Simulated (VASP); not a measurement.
Here is a VASP 6.6.1 calculation.

File INCAR:

```
ALGO = Normal
EDIFF = 1E-6
EDIFFG = -0.02
ENCUT = 520
GGA = PE
IBRION = 2
ISIF = 2
ISMEAR = -1
LASPH = True
LCHARG = False
LREAL = False
LWAVE = False
NELM = 100
NSW = 80
PREC = Accurate
SIGMA = 0.02
```

File KPOINTS:

```
k-points
0
Gamma
  14 14 14
```

File POSCAR:

```
BN
1.0
    0.0000000000      1.7830713297      1.7830713297
    1.7830713297      0.0000000000      1.7830713297
    1.7830713297      1.7830713297      0.0000000000
B N
1 1
Direct
    0.0000000000      0.0000000000      0.0000000000
    0.2500000000      0.2500000000      0.2500000000
```

Potentials or basis: VASP PAW PBE potentials, release 64 (B, N).

Run with:

```console
$ cat potpaw_PBE.64/B/POTCAR potpaw_PBE.64/N/POTCAR > POTCAR
$ mpirun -np 1 vasp_std > vasp.out
```

Q: What does it give for the band gap on the k mesh?

A: 4.50 eV, indirect (least direct gap 9.02 eV).

Final structure:
```xyz
2
Lattice="0.0000 1.7831 1.7831 1.7831 0.0000 1.7831 1.7831 1.7831 0.0000" Properties=species:S:1:pos:R:3 pbc="T T T"
B     0.0000    0.0000    0.0000
N     0.8915    0.8915    0.8915
```

Caveat: the relaxation stopped at its first step, so nothing moved. A k mesh can miss the band edges.
